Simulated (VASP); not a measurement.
# AlGaN2 (P-4m2) in VASP: further runs, part 2 of 2

VASP 6.6.1. Earlier steps stand in the parts before.

### Step 4. Single point, LDA (volume 11.487 Å^3 an atom, c/a of the conventional cell 1.5413)

File INCAR:

```
  ALGO = Normal
  EDIFF = 1E-6
  ENCUT = 520
  ISIF = 2
  ISMEAR = 0
  LASPH = True
  LCHARG = True
  LELF = True
  LREAL = False
  LVHAR = True
  LWAVE = False
  NBANDS = 21
  NELM = 100
  PREC = Accurate
  SIGMA = 0.05
```

File KPOINTS:

```
k-points
0
Gamma
  8 8 6
```

File POSCAR:

```
AlGaN2
1.0
    3.1007004431      0.0000000000      0.0000000000
    0.0000000000      3.1007004431      0.0000000000
    0.0000000000      0.0000000000      4.7791095930
Al Ga N
1 1 2
Direct
    0.5000000000      0.5000000000      0.5000000000
    0.0000000000      0.0000000000      0.0000000000
    0.5000000000      0.0000000000      0.7412541651
    0.0000000000      0.5000000000      0.2587458349
```

Potentials or basis: VASP PAW LDA potentials, release 64 (Al, Ga_d, N).

Command:

```
cat potpaw_LDA.64/Al/POTCAR potpaw_LDA.64/Ga_d/POTCAR potpaw_LDA.64/N/POTCAR > POTCAR
mpirun -np 1 vasp_std > vasp.out
```

OUTCAR:

```text
EDIFF = 1E-6
   ENCUT = 520
   ISIF = 2
   ISMEAR = 0
   LASPH = True
   LREAL = False
   NELM = 100
   PREC = Accurate

 ion  position               nearest neighbor table
   1  0.500  0.500  0.500-   3 1.93   4 1.93   3 1.93   4 1.93
   2  0.000  0.000  0.000-   3 1.98   4 1.98   4 1.98   3 1.98
   3  0.500  0.000  0.741-   1 1.93   1 1.93   2 1.98   2 1.98
   4  0.000  0.500  0.259-   1 1.93   1 1.93   2 1.98   2 1.98

  LATTYP: Found a simple tetragonal cell.
 ALAT       =     3.1007004431
 C/A-ratio  =     1.5413000000

  Lattice vectors:

 A1 = (   3.1007004431,   0.0000000000,   0.0000000000)
 A2 = (   0.0000000000,   3.1007004431,   0.0000000000)
 A3 = (   0.0000000000,   0.0000000000,   4.7791095930)

Analysis of symmetry for initial positions (statically):
=====================================================================
 Subroutine PRICEL returns:
 Original cell was already a primitive cell.

 Routine SETGRP: Setting up the symmetry group for a
 simple tetragonal supercell.

 Subroutine GETGRP returns: Found  8 space group operations
 (whereof  8 operations were pure point group operations)
 out of a pool of 16 trial point group operations.

The static configuration has the point symmetry D_2d.

Analysis of symmetry for dynamics (positions and initial velocities):
=====================================================================
 Subroutine PRICEL returns:
 Original cell was already a primitive cell.

 Routine SETGRP: Setting up the symmetry group for a
 simple tetragonal supercell.

 Subroutine GETGRP returns: Found  8 space group operations
 (whereof  8 operations were pure point group operations)
 out of a pool of 16 trial point group operations.

The dynamic configuration has the point symmetry D_2d.

 Subroutine INISYM returns: Found  8 space group operations
 (whereof  8 operations are pure point group operations),
 and found     1 'primitive' translations

----------------------------------------------------------------------------------------

                                     Primitive cell

  volume of cell :      45.9480

  direct lattice vectors                    reciprocal lattice vectors
     3.100700443  0.000000000  0.000000000     0.322507775  0.000000000  0.000000000
     0.000000000  3.100700443  0.000000000     0.000000000  0.322507775  0.000000000
     0.000000000  0.000000000  4.779109593     0.000000000  0.000000000  0.209243998

  length of vectors
     3.100700443  3.100700443  4.779109593     0.322507775  0.322507775  0.209243998

  position of ions in fractional coordinates (direct lattice)
     0.500000000  0.500000000  0.500000000
     0.000000000  0.000000000  0.000000000
     0.500000000  0.000000000  0.741254165
     0.000000000  0.500000000  0.258745835

  ion indices of the primitive-cell ions
   primitive index   ion index
                 1           1
                 2           2
                 3           3
                 4           4

----------------------------------------------------------------------------------------

 KPOINTS: k-points

Automatic generation of k-mesh.
 Grid dimensions read from file:
 generate k-points for:    8    8    6

 Generating k-lattice:

  Cartesian coordinates                     Fractional coordinates (reciprocal lattice)
     0.040313472  0.000000000  0.000000000     0.125000000  0.000000000  0.000000000
     0.000000000  0.040313472  0.000000000     0.000000000  0.125000000  0.000000000
     0.000000000  0.000000000  0.034874000     0.000000000  0.000000000  0.166666667

  Length of vectors
     0.040313472  0.040313472  0.034874000

  Shift w.r.t. Gamma in fractional coordinates (k-lattice)
     0.000000000  0.000000000  0.000000000

 Subroutine IBZKPT returns following result:
 ===========================================

 Found     60 irreducible k-points:

 Following reciprocal coordinates:
            Coordinates               Weight
  0.000000  0.000000  0.000000      1.000000
  0.125000  0.000000  0.000000      4.000000
  0.250000  0.000000  0.000000      4.000000
  0.375000  0.000000  0.000000      4.000000
  0.500000  0.000000  0.000000      2.000000
  0.125000  0.125000  0.000000      4.000000
[... 16 lines left out ...]
  0.375000  0.125000  0.166667     16.000000
  0.500000  0.125000  0.166667      8.000000
 [... further k-points ...]
   k-points           NKPTS =     60   k-points in BZ     NKDIM =     60   number of bands    NBANDS=     21
   number of dos      NEDOS =    301   number of ions     NIONS =      4
   total plane-waves  NPLWV =  20736
   dimension x,y,z NGX =    24 NGY =   24 NGZ =   36
   dimension x,y,z NGXF=    48 NGYF=   48 NGZF=   72
   ions per type =               1   1   2
   NGX,Y,Z   is equivalent  to a cutoff of  12.87, 12.87, 12.52 a.u.
   NGXF,Y,Z  is equivalent  to a cutoff of  25.74, 25.74, 25.05 a.u.
 SYSTEM =  unknown system
   PREC   = accura    normal or accurate (medium, high low for compatibility)
   ISTART =      0    job   : 0-new  1-cont  2-samecut
   ICHARG =      2    charge: 1-file 2-atom 10-const
   ISPIN  =      1    spin polarized calculation?
   LNONCOLLINEAR =      F non collinear calculations
   LSORBIT =      F    spin-orbit coupling
   LASPH  =      T    aspherical Exc in radial PAW
   ENCUT  =  520.0 eV  38.22 Ry    6.18 a.u.   5.77  5.77  8.89*2*pi/ulx,y,z
   NELM   =    100;   NELMIN=  2; NELMDL= -5     # of ELM steps
   EDIFF  = 0.1E-05   stopping-criterion for ELM
   LREAL  =      F    real-space projection
   EDIFFG = 0.1E-04   stopping-criterion for IOM
   NSW    =      0    number of steps for IOM
   IBRION =     -1    ionic relax: 0-MD 1-quasi-New 2-CG
   NFREE  =      0    steps in history (QN), initial steepest desc. (CG)
   ISIF   =      2    stress and relaxation
   ISYM   =      2    0-nonsym 1-usesym 2-fastsym
   POTIM  = 0.5000    time-step for ionic-motion
   TEBEG  =    0.0;   TEEND  =   0.0 temperature during run
   PSTRESS=    0.0 pullay stress
   NELECT =      26.0000    total number of electrons
   NUPDOWN=      -1.0000    fix difference up-down
   EMIN   =  10.00;   EMAX   =-10.00  energy-range for DOS
   EFERMI =   0.00;   METHOD = LEGACY
   ISMEAR =     0;   SIGMA  =   0.05  broadening in eV -4-tet -1-fermi 0-gaus
   EFERMI_NEDOS =   21; number of points for ismear=-14 and -15
   IALGO  =     38    algorithm
   IMIX   =      4    mixing-type and parameters
     AMIX     =   0.40;   BMIX     =  1.00
     AMIX_MAG =   1.60;   BMIX_MAG =  1.00
  volume/ion in A,a.u.               =      11.49        77.52
  Fermi-wavevector in a.u.,A,eV,Ry     =   1.354078  2.558837 24.946659  1.833528
  Thomas-Fermi vector in A             =   2.481280
   LORBIT       =      0    0 simple, 1 ext, 2 COOP (PROOUT), +10 PAW based schemes
   GGA     = CA    functional components
   LHFCALC =     F    Hartree Fock is set to
   AEXX    =    0.0000 exact exchange contribution
   IVDW    =     0    specifies the selected vdW correction
   LEPSILON=     F    determine dielectric tensor
   LRPA    =     F    only Hartree local field effects (RPA)
 non-spin polarized calculation
 Gauss-broadening in eV      SIGMA  =   0.05
  energy-cutoff  :      520.00
  volume of cell :       45.95
 maximum number of plane-waves:      1272
 NGX is ok and might be reduce to    24
   NGX = 11   NGY = 11   NGZ = 17

 number of electron      25.9999995 magnetization

 Free energy of the ion-electron system (eV)
  ---------------------------------------------------
  ext. energy  EPLUGINS =         0.00000000
  ---------------------------------------------------
  free energy    TOTEN  =       -30.06022600 eV

  energy without entropy =      -30.06022600  energy(sigma->0) =      -30.06022600

 E-fermi :   5.2746     XC(G=0): -11.4802

 val. band max:        5.0421975235   @ k =   0.0000   0.0000   0.0000
 cond. band min:       7.3542131760   @ k =   0.0000   0.0000   0.0000
 fundamental gap:      2.3120156525
 Fermi energy:         5.2745787948

 k-point     1 :       0.0000    0.0000    0.0000
  band No.  band energies     occupation
      1     -10.1036      2.00000
      2      -9.0668      2.00000
      3      -8.2113      2.00000
      4      -8.2113      2.00000
      5      -8.1766      2.00000
      6      -8.0720      2.00000
[... 550 lines left out ...]
      5      -8.1314      2.00000
      6      -7.2653      2.00000
[... 13 lines left out ...]
     20      16.6799      0.00000
     21      16.9720      0.00000

 [... further k-points ...]

------------------------ aborting loop because EDIFF is reached ----------------------------------------

  FORCE on cell =-STRESS in cart. coord.  units (eV):
  Direction    XX          YY          ZZ          XY          YZ          ZX
  --------------------------------------------------------------------------------------
  -------------------------------------------------------------------------------------
  Total       -2.3816356     -2.3816356     -6.6409135      0.0000000      0.0000000     -0.0000000
  in kB      -83.0461087    -83.0461087   -231.5644001      0.0000000      0.0000000     -0.0000000
  external PRESSURE =    -132.5522058 kB  Pullay stress =       0.0000000 kB

 VOLUME and BASIS-vectors are now :
 -----------------------------------------------------------------------------
  energy-cutoff  :      520.00
  volume of cell :       45.95
      direct lattice vectors                 reciprocal lattice vectors
     3.100700443  0.000000000  0.000000000     0.322507775  0.000000000  0.000000000
     0.000000000  3.100700443  0.000000000     0.000000000  0.322507775  0.000000000
     0.000000000  0.000000000  4.779109593     0.000000000  0.000000000  0.209243998

 POSITION                                       TOTAL-FORCE (eV/Angst)
 -----------------------------------------------------------------------------------
      1.55035      1.55035      2.38955         0.000000     -0.000000      0.000000
      0.00000      0.00000      0.00000         0.000000      0.000000      0.000000
      1.55035      0.00000      3.54253         0.000000      0.000000     -0.030373
      0.00000      1.55035      1.23657         0.000000      0.000000      0.030373
 -----------------------------------------------------------------------------------
    total drift:                                0.000000      0.000000      0.000000

  FREE ENERGIE OF THE ION-ELECTRON SYSTEM (eV)
  ---------------------------------------------------
  free  energy   TOTEN  =       -30.0602260019 eV

  energy  without entropy=      -30.0602260019  energy(sigma->0) =      -30.06022600
```

stdout:

```text
POSCAR found type information on POSCAR AlGaN
 POSCAR found :  3 types and       4 ions
 scaLAPACK will be used
 LDA part: xc-table for (Slater(with rela. corr.)+CA(PZ))
 , standard interpolation
 POSCAR, INCAR and KPOINTS ok, starting setup
 FFT: planning ... GRIDC
 FFT: planning ... GRID_SOFT
 FFT: planning ... GRID
 WAVECAR not read
 entering main loop
```

Run time: 22 s. Hardware: 1 thread of Intel Xeon 6975P-C, shared host; peak memory 0.18 GiB.

What came out:

```yaml
Free_energy: -30.0602 eV
Pressure: -13.3 GPa
Largest_force: 0.030 eV/Å
Band_gap_on_the_k_mesh: 2.31 eV, direct
```

Forces in eV/Å, atoms in the order of the input:
```
Al   0.000  0.000  0.000
Ga   0.000  0.000  0.000
N    0.000  0.000 -0.030
N    0.000  0.000  0.030
```

Stress tensor (GPa, compression positive):
```
 -8.30   0.00   0.00
  0.00  -8.30   0.00
  0.00   0.00 -23.16
```

### Step 5. Overview

| cell | gap on the mesh (eV) | pressure (GPa) | largest force (eV/Å) |
| --- | --- | --- | --- |
| a = 3.396, b = 3.396, c = 3.984 Å, 4 atoms | 2.18 | -15.3 | 0.02 |
| a = 3.008, b = 3.008, c = 5.078 Å, 4 atoms | 1.89 | -14.3 | 0.03 |
| a = 3.101, b = 3.101, c = 4.779 Å, 4 atoms | 2.31 | -13.3 | 0.03 |

Alike in all rows: task single point; level LDA; potentials or basis VASP PAW LDA potentials, release 64 (Al, Ga_d, N); no spin polarisation; k mesh 8 × 8 × 6; cutoff (eV) 520; smearing gaussian 0.05 eV.

Total energies depend on the potentials used, so only differences within one code and one set of settings carry meaning.
